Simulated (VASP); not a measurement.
Write the native input for VASP 6.6.1 that does the following.

```
Task                   : single point
Functional             : PBEsol
Potentials or basis    : VASP PAW PBE potentials, release 64 (Ta_sv_GW, N)
Cutoff                 : 700 eV
k mesh                 : 5 × 5 × 8
Occupations            : fermi-dirac, width 0.1 eV
Spin                   : no spin polarisation
Dipole correction      : no
Further INCAR settings : ALGO = Normal; EDIFF = 1e-06; NBANDS = 36
```

The structure of TaN lies in POSCAR:

```
TaN
1.0
    5.1910000000      0.0000000000      0.0000000000
   -2.5955000000      4.4955378700      0.0000000000
    0.0000000000      0.0000000000      2.9080000000
Ta N
3 3
Direct
    0.0000000000      0.0000000000      0.0000000000
    0.3333333333      0.6666666667      0.5000000000
    0.6666666667      0.3333333333      0.5000000000
    0.5000000000      0.0000000000      0.0000000000
    0.5000000000      0.5000000000      0.0000000000
    0.0000000000      0.5000000000      0.0000000000
```

One way to write it, as run:

INCAR

```
  PREC = Accurate
  ENCUT = 700
  EDIFF = 1E-6
  ISMEAR = -1
  SIGMA = 0.1
  LREAL = F
  LASPH = T
  NELM = 120
  ALGO = Normal
  ISIF = 2
  LWAVE = F
  LCHARG = F
  GGA = PS
  NBANDS = 36
  GGA_COMPAT = F
```

KPOINTS

```
regular mesh
0
Gamma
  5 5 8
```

Potentials or basis: VASP PAW PBE potentials, release 64 (Ta_sv_GW, N).

Run with:

```console
$ cat potpaw_PBE.64/Ta_sv_GW/POTCAR potpaw_PBE.64/N/POTCAR > POTCAR
$ mpirun -np 1 vasp_std > vasp.out
```

Results of the run:

| Item | Value |
| --- | --- |
| Pressure | 1.0 GPa |
| Band gap on the k mesh | zero (bands 27 and 28 overlap by 2.15 eV) |

Caveat: the PAW data sets were made with another functional, which shifts forces and pressure a little; spin-orbit coupling is left out, which moves the levels of the heavy elements.

It took 80 s on 1 thread of AMD EPYC 9R45 (Zen 5), on a shared host, peak memory 0.25 GiB.
